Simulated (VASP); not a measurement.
# Pt (Im-3m) in VASP: further runs

The runs below take Pt through single point, with PBE.

Everything below comes from runs of VASP 6.6.1. Logs are shortened: lines on timing, memory, paths and dates and some standing lists are left out, and cuts for length are marked.

## 1. The cell of the first run

The structure is cubic, space group Im-3m (No. 229). Conventional cell: a = 3.186 Å, b = 3.186 Å, c = 3.186 Å, α = 90.00°, β = 90.00°, γ = 90.00°. Pt (site symmetry m-3m) has 14 Pt at 2.76 to 3.19 Å within 3.6 Å.

This isn't the form of Pt at room conditions, which is fcc.

## 2. Single point, PBE

INCAR reads:

```
  PREC = Accurate
  ENCUT = 520
  EDIFF = 1E-7
  ISMEAR = -1
  SIGMA = 0.06122561905347299
  LREAL = False
  LASPH = True
  NELM = 100
  ALGO = Normal
  ISIF = 2
  LWAVE = False
  LCHARG = False
  GGA = PE
  NBANDS = 11
```

KPOINTS reads:

```
regular mesh
0
Gamma
  24 24 24
```

POSCAR reads:

```
Pt
1.0
   -1.5928545296      1.5928545296      1.5928545296
    1.5928545296     -1.5928545296      1.5928545296
    1.5928545296      1.5928545296     -1.5928545296
Pt
1
Direct
    0.0000000000      0.0000000000      0.0000000000
```

Potentials or basis: VASP PAW PBE potentials, release 64 (Pt).

Launch:

```
cat potpaw_PBE.64/Pt/POTCAR > POTCAR
mpirun -np 1 vasp_std > vasp.out
```

OUTCAR:

```text
PREC = Accurate
   ENCUT = 520
   EDIFF = 1E-7
   ISMEAR = -1
   LREAL = False
   LASPH = True
   NELM = 100
   ISIF = 2
   GGA = PE

 ion  position               nearest neighbor table
   1  0.000  0.000  0.000-

  LATTYP: Found a body centered cubic cell.
 ALAT       =     3.1857090592

  Lattice vectors:

 A1 = (  -1.5928545296,   1.5928545296,   1.5928545296)
 A2 = (   1.5928545296,  -1.5928545296,   1.5928545296)
 A3 = (   1.5928545296,   1.5928545296,  -1.5928545296)

Analysis of symmetry for initial positions (statically):
=====================================================================
 Subroutine PRICEL returns:
 Original cell was already a primitive cell.

 Routine SETGRP: Setting up the symmetry group for a
 body centered cubic supercell.

 Subroutine GETGRP returns: Found 48 space group operations
 (whereof 48 operations were pure point group operations)
 out of a pool of 48 trial point group operations.

The static configuration has the point symmetry O_h .

Analysis of symmetry for dynamics (positions and initial velocities):
=====================================================================
 Subroutine PRICEL returns:
 Original cell was already a primitive cell.

 Routine SETGRP: Setting up the symmetry group for a
 body centered cubic supercell.

 Subroutine GETGRP returns: Found 48 space group operations
 (whereof 48 operations were pure point group operations)
 out of a pool of 48 trial point group operations.

The dynamic configuration has the point symmetry O_h .

 Subroutine INISYM returns: Found 48 space group operations
 (whereof 48 operations are pure point group operations),
 and found     1 'primitive' translations

----------------------------------------------------------------------------------------

                                     Primitive cell

  volume of cell :      16.1655

  direct lattice vectors                    reciprocal lattice vectors
    -1.592854530  1.592854530  1.592854530     0.000000000  0.313901860  0.313901860
     1.592854530 -1.592854530  1.592854530     0.313901860  0.000000000  0.313901860
     1.592854530  1.592854530 -1.592854530     0.313901860  0.313901860  0.000000000

  length of vectors
     2.758904974  2.758904974  2.758904974     0.443924268  0.443924268  0.443924268

  position of ions in fractional coordinates (direct lattice)
     0.000000000  0.000000000  0.000000000

  ion indices of the primitive-cell ions
   primitive index   ion index
                 1           1

----------------------------------------------------------------------------------------

 KPOINTS: regular mesh

Automatic generation of k-mesh.
 Grid dimensions read from file:
 generate k-points for:   24   24   24

 Generating k-lattice:

  Cartesian coordinates                     Fractional coordinates (reciprocal lattice)
     0.000000000  0.013079244  0.013079244     0.041666667  0.000000000  0.000000000
     0.013079244  0.000000000  0.013079244     0.000000000  0.041666667  0.000000000
     0.013079244  0.013079244  0.000000000     0.000000000  0.000000000  0.041666667

  Length of vectors
     0.018496845  0.018496845  0.018496845

  Shift w.r.t. Gamma in fractional coordinates (k-lattice)
     0.000000000  0.000000000  0.000000000

 Subroutine IBZKPT returns following result:
 ===========================================

 Found    413 irreducible k-points:

 Following reciprocal coordinates:
            Coordinates               Weight
  0.000000  0.000000  0.000000      1.000000
  0.041667  0.000000  0.000000     12.000000
  0.083333  0.000000  0.000000     12.000000
  0.125000  0.000000  0.000000     12.000000
  0.166667  0.000000  0.000000     12.000000
  0.208333  0.000000  0.000000     12.000000
[... 16 lines left out ...]
  0.416667  0.041667  0.000000     48.000000
  0.458333  0.041667  0.000000     48.000000
 [... further k-points ...]
   k-points           NKPTS =    413   k-points in BZ     NKDIM =    413   number of bands    NBANDS=     11
   number of dos      NEDOS =    301   number of ions     NIONS =      1
   total plane-waves  NPLWV =  13824
   dimension x,y,z NGX =    24 NGY =   24 NGZ =   24
   dimension x,y,z NGXF=    48 NGYF=   48 NGZF=   48
   ions per type =               1
   NGX,Y,Z   is equivalent  to a cutoff of  14.46, 14.46, 14.46 a.u.
   NGXF,Y,Z  is equivalent  to a cutoff of  28.92, 28.92, 28.92 a.u.
 SYSTEM =  unknown system
   PREC   = accura    normal or accurate (medium, high low for compatibility)
   ISTART =      0    job   : 0-new  1-cont  2-samecut
   ICHARG =      2    charge: 1-file 2-atom 10-const
   ISPIN  =      1    spin polarized calculation?
   LNONCOLLINEAR =      F non collinear calculations
   LSORBIT =      F    spin-orbit coupling
   LASPH  =      T    aspherical Exc in radial PAW
   ENCUT  =  520.0 eV  38.22 Ry    6.18 a.u.   5.13  5.13  5.13*2*pi/ulx,y,z
   NELM   =    100;   NELMIN=  2; NELMDL= -5     # of ELM steps
   EDIFF  = 0.1E-06   stopping-criterion for ELM
   LREAL  =      F    real-space projection
   EDIFFG = 0.1E-05   stopping-criterion for IOM
   NSW    =      0    number of steps for IOM
   IBRION =     -1    ionic relax: 0-MD 1-quasi-New 2-CG
   NFREE  =      0    steps in history (QN), initial steepest desc. (CG)
   ISIF   =      2    stress and relaxation
   ISYM   =      2    0-nonsym 1-usesym 2-fastsym
   POTIM  = 0.5000    time-step for ionic-motion
   TEBEG  =    0.0;   TEEND  =   0.0 temperature during run
   PSTRESS=    0.0 pullay stress
   NELECT =      10.0000    total number of electrons
   NUPDOWN=      -1.0000    fix difference up-down
   EMIN   =  10.00;   EMAX   =-10.00  energy-range for DOS
   EFERMI =   0.00;   METHOD = LEGACY
   ISMEAR =    -1;   SIGMA  =   0.06  broadening in eV -4-tet -1-fermi 0-gaus
   EFERMI_NEDOS =   21; number of points for ismear=-14 and -15
   IALGO  =     38    algorithm
   IMIX   =      4    mixing-type and parameters
     AMIX     =   0.40;   BMIX     =  1.00
     AMIX_MAG =   1.60;   BMIX_MAG =  1.00
  volume/ion in A,a.u.               =      16.17       109.09
  Fermi-wavevector in a.u.,A,eV,Ry     =   1.394907  2.635993 26.473763  1.945767
  Thomas-Fermi vector in A             =   2.518411
   LORBIT       =      0    0 simple, 1 ext, 2 COOP (PROOUT), +10 PAW based schemes
   GGA     = PE    functional components
   LHFCALC =     F    Hartree Fock is set to
   AEXX    =    0.0000 exact exchange contribution
   IVDW    =     0    specifies the selected vdW correction
   LEPSILON=     F    determine dielectric tensor
   LRPA    =     F    only Hartree local field effects (RPA)
 non-spin polarized calculation
  energy-cutoff  :      520.00
  volume of cell :       16.17
 maximum number of plane-waves:       466
 NGX is ok and might be reduce to    24
   NGX = 11   NGY = 11   NGZ = 11

 number of electron      10.0000000 magnetization

 number of electron       9.9999999 magnetization

 Free energy of the ion-electron system (eV)
  ---------------------------------------------------
  ext. energy  EPLUGINS =         0.00000000
  ---------------------------------------------------
  free energy    TOTEN  =        -6.00153142 eV

  energy without entropy =       -5.98713283  energy(sigma->0) =       -5.99433212

 E-fermi :   9.8099     XC(G=0): -13.0680

 val. band max:        9.8095678810   @ k =  -0.3750   0.5000   0.0833
 cond. band min:       9.8165292255   @ k =  -0.3333   0.3750   0.0417
 fundamental gap:      0.0069613445
 Fermi energy:         9.8099251795

 k-point     1 :       0.0000    0.0000    0.0000
  band No.  band energies     occupation
      1       0.5353      2.00000
      2       6.4409      2.00000
      3       6.4409      2.00000
      4       6.4409      2.00000
      5       8.8391      2.00000
      6       8.8391      2.00000
      7      26.8993      0.00000
      8      26.8993      0.00000
      9      26.8993      0.00000
     10      36.6527      0.00000
     11      36.6553      0.00000

 k-point     2 :       0.0417    0.0000    0.0000
  band No.  band energies     occupation
      1       0.6048      2.00000
      2       6.4140      2.00000
      3       6.4413      2.00000
      4       6.4955      2.00000
      5       8.8036      2.00000
      6       8.8408      2.00000
      7      26.9330      0.00000
      8      26.9533      0.00000
      9      27.0002      0.00000
     10      35.2151      0.00000
     11      35.6582      0.00000

 k-point     3 :       0.0833    0.0000    0.0000
  band No.  band energies     occupation
      1       0.8103      2.00000
      2       6.3360      2.00000
      3       6.4402      2.00000
      4       6.6583      2.00000
      5       8.7092      2.00000
      6       8.8465      2.00000
      7      27.0077      0.00000
      8      27.0664      0.00000
      9      27.2986      0.00000
     10      33.8831      0.00000
     11      34.2935      0.00000

 k-point     4 :       0.1250    0.0000    0.0000
  band No.  band energies     occupation
      1       1.1419      2.00000
      2       6.2147      2.00000
      3       6.4320      2.00000
      4       6.9248      2.00000
      5       8.5882      2.00000
      6       8.8575      2.00000
      7      27.0365      0.00000
      8      27.0685      0.00000
      9      27.7826      0.00000
     10      32.8657      0.00000
     11      32.9619      0.00000
[... 239 lines left out ...]
 k-point    22 :       0.3750    0.0417    0.0000
  band No.  band energies     occupation
      1       3.5033      2.00000
      2       5.2093      2.00000
      3       8.0794      2.00000
      4       8.7764      2.00000
      5       9.1877      1.99992
      6      10.3434      0.00033
      7      18.2083      0.00000
      8      23.6261      0.00000
      9      26.4064      0.00000
     10      33.2056      0.00000
     11      33.6754      0.00000

 k-point    23 :       0.4167    0.0417    0.0000
  band No.  band energies     occupation
      1       3.5065      2.00000
      2       5.1307      2.00000
      3       8.4982      2.00000
      4       8.9198      2.00000
      5       9.5095      1.98531
      6      10.8185      0.00000
      7      16.8563      0.00000
      8      23.2791      0.00000
      9      25.7046      0.00000
     10      33.6206      0.00000
     11      34.0337      0.00000

 k-point    24 :       0.4583    0.0417    0.0000
  band No.  band energies     occupation
      1       3.4971      2.00000
      2       5.0906      2.00000
      3       8.6370      2.00000
      4       8.9659      2.00000
      5       9.8875      0.43947
      6      11.1472      0.00000
      7      15.9990      0.00000
      8      23.1014      0.00000
      9      25.3308      0.00000
     10      33.6684      0.00000
     11      34.2776      0.00000

 [... further k-points ...]

------------------------ aborting loop because EDIFF is reached ----------------------------------------

  FORCE on cell =-STRESS in cart. coord.  units (eV):
  Direction    XX          YY          ZZ          XY          YZ          ZX
  --------------------------------------------------------------------------------------
  -------------------------------------------------------------------------------------
  Total       -0.5096071     -0.5096071     -0.5096071      0.0000000     -0.0000000      0.0000000
  in kB      -50.5077165    -50.5077165    -50.5077165      0.0000000     -0.0000000      0.0000000
  external PRESSURE =     -50.5077165 kB  Pullay stress =       0.0000000 kB

 VOLUME and BASIS-vectors are now :
 -----------------------------------------------------------------------------
  energy-cutoff  :      520.00
  volume of cell :       16.17
      direct lattice vectors                 reciprocal lattice vectors
    -1.592854530  1.592854530  1.592854530     0.000000000  0.313901860  0.313901860
     1.592854530 -1.592854530  1.592854530     0.313901860  0.000000000  0.313901860
     1.592854530  1.592854530 -1.592854530     0.313901860  0.313901860  0.000000000

 POSITION                                       TOTAL-FORCE (eV/Angst)
 -----------------------------------------------------------------------------------
      0.00000      0.00000      0.00000        -0.000000     -0.000000      0.000000
 -----------------------------------------------------------------------------------
    total drift:                               -0.000000      0.000000     -0.000000

  FREE ENERGIE OF THE ION-ELECTRON SYSTEM (eV)
  ---------------------------------------------------
  free  energy   TOTEN  =        -6.0015314180 eV

  energy  without entropy=       -5.9871328254  energy(sigma->0) =       -5.99433212
```

Wall time 65 s (1 thread of Intel Xeon Platinum 8259CL at 2.50GHz (Skylake/Cascade Lake), shared host); peak memory 0.2 GiB.

What came out:

* Free energy: -6.0015 eV
* Pressure: -5.1 GPa
* Band gap on the k mesh: zero (bands 5 and 6 overlap by 2.07 eV)

Caveat: the cell stands under tension; spin-orbit coupling is left out, which moves the levels of the heavy elements.

## 3. Single point, PBE

INCAR reads:

```
SYSTEM = Pt
ALGO = Normal
EDIFF = 1E-6
ENCUT = 520
GGA = PE
ISIF = 2
ISMEAR = -1
LASPH = .TRUE.
LCHARG = .TRUE.
LELF = .TRUE.
LREAL = .FALSE.
LVHAR = .TRUE.
LWAVE = .FALSE.
NBANDS = 11
NELM = 100
PREC = Accurate
SIGMA = 0.06122561905347299
```

KPOINTS reads:

```
k-points
0
G
  24 24 24
  0 0 0
```

POSCAR is that of step 2.

Potentials or basis: VASP PAW PBE potentials, release 64 (Pt).

Launch:

```
cat potpaw_PBE.64/Pt/POTCAR > POTCAR
mpirun -np 1 vasp_std > vasp.out
```

OUTCAR:

```text
SYSTEM = Pt
   EDIFF = 1E-6
   ENCUT = 520
   GGA = PE
   ISIF = 2
   ISMEAR = -1
   LASPH = .TRUE.
   LREAL = .FALSE.
   NELM = 100
   PREC = Accurate

 ion  position               nearest neighbor table
   1  0.000  0.000  0.000-

  LATTYP: Found a body centered cubic cell.
 ALAT       =     3.1857090592

  Lattice vectors:

 A1 = (  -1.5928545296,   1.5928545296,   1.5928545296)
 A2 = (   1.5928545296,  -1.5928545296,   1.5928545296)
 A3 = (   1.5928545296,   1.5928545296,  -1.5928545296)

Analysis of symmetry for initial positions (statically):
=====================================================================
 Subroutine PRICEL returns:
 Original cell was already a primitive cell.

 Routine SETGRP: Setting up the symmetry group for a
 body centered cubic supercell.

 Subroutine GETGRP returns: Found 48 space group operations
 (whereof 48 operations were pure point group operations)
 out of a pool of 48 trial point group operations.

The static configuration has the point symmetry O_h .

[... 166 lines left out ...]

 k-point     1 :       0.0000    0.0000    0.0000
  band No.  band energies     occupation
      1       0.5353      2.00000
      2       6.4408      2.00000
      3       6.4408      2.00000
      4       6.4408      2.00000
      5       8.8391      2.00000
      6       8.8391      2.00000
      7      26.8993      0.00000
      8      26.8993      0.00000
      9      26.8993      0.00000
     10      36.6529      0.00000
     11      36.6568      0.00000
[... 309 lines left out ...]
 k-point    24 :       0.4583    0.0417    0.0000
  band No.  band energies     occupation
      1       3.4971      2.00000
      2       5.0905      2.00000
      3       8.6370      2.00000
      4       8.9659      2.00000
      5       9.8875      0.43940
      6      11.1472      0.00000
      7      15.9990      0.00000
      8      23.1014      0.00000
      9      25.3308      0.00000
     10      33.6684      0.00000
     11      34.2777      0.00000

 [... further k-points ...]

------------------------ aborting loop because EDIFF is reached ----------------------------------------

  FORCE on cell =-STRESS in cart. coord.  units (eV):
  Direction    XX          YY          ZZ          XY          YZ          ZX
  --------------------------------------------------------------------------------------
  -------------------------------------------------------------------------------------
  Total       -0.5093522     -0.5093522     -0.5093522     -0.0000000     -0.0000000      0.0000000
  in kB      -50.4824473    -50.4824473    -50.4824473     -0.0000000     -0.0000000      0.0000000
  external PRESSURE =     -50.4824473 kB  Pullay stress =       0.0000000 kB

 VOLUME and BASIS-vectors are now :
 -----------------------------------------------------------------------------
  energy-cutoff  :      520.00
  volume of cell :       16.17
      direct lattice vectors                 reciprocal lattice vectors
    -1.592854530  1.592854530  1.592854530     0.000000000  0.313901860  0.313901860
     1.592854530 -1.592854530  1.592854530     0.313901860  0.000000000  0.313901860
     1.592854530  1.592854530 -1.592854530     0.313901860  0.313901860  0.000000000

 POSITION                                       TOTAL-FORCE (eV/Angst)
 -----------------------------------------------------------------------------------
      0.00000      0.00000      0.00000        -0.000000      0.000000     -0.000000
 -----------------------------------------------------------------------------------
    total drift:                               -0.000000      0.000000      0.000000

  FREE ENERGIE OF THE ION-ELECTRON SYSTEM (eV)
  ---------------------------------------------------
  free  energy   TOTEN  =        -6.0015314145 eV

  energy  without entropy=       -5.9871328531  energy(sigma->0) =       -5.99433213
```

stdout:

```text
POSCAR found type information on POSCAR Pt
 POSCAR found :  1 types and       1 ions
 scaLAPACK will be used
 LDA part: xc-table for (Slater+PW92), standard interpolation
 POSCAR, INCAR and KPOINTS ok, starting setup
 FFT: planning ... GRIDC
 FFT: planning ... GRID_SOFT
 FFT: planning ... GRID
 WAVECAR not read
 entering main loop
```

Run time: 54 s. Hardware: 1 thread of Intel Xeon Platinum 8259CL at 2.50GHz (Skylake/Cascade Lake), shared host; peak memory 0.2 GiB.

Results:

```
Free energy            : -6.0015 eV
Pressure               : -5.0 GPa
Band gap on the k mesh : zero (bands 5 and 6 overlap by 2.07 eV)
```

Caveat: the cell stands under tension; spin-orbit coupling is left out, which moves the levels of the heavy elements.
